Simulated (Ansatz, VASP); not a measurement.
Two plane-wave programs on SnO

```
Sn O
1.0
     0.00000    2.84363    2.40526
     2.84363    0.00000    2.40526
     2.84363    2.84363    0.00000
Sn O
1 1
Direct
  0.00000 0.00000 0.00000
  0.25000 0.25000 0.25000
```

Change from the starting cell: epitaxial_xy strain +5.0%.

Alike in both runs: task single point; functional PBE; k mesh 8 × 8 × 8; occupations fermi-dirac, width 0.02 eV; no spin polarisation.

|  | VASP | Ansatz |
| --- | --- | --- |
| version | VASP 6.6.1 | Ansatz 0.2.0 |
| potentials or method | VASP PAW PBE potentials, release 64 (Sn_d, O) | plane waves, PAW |
| plane-wave cutoff (eV) | 520 | 420 |
| valence electrons in the cell | 20 | 20 |

VASP gave:

* pressure (GPa): 2.7
* traceless stress, the component that is largest in VASP (GPa): -0.21

Problem. Which values does Ansatz return?

Solution. Pressure (GPa): 2.6; traceless stress, the component that is largest in VASP (GPa): -0.18.

The functional is the same, so the differences come from potentials, cutoffs and numerics.
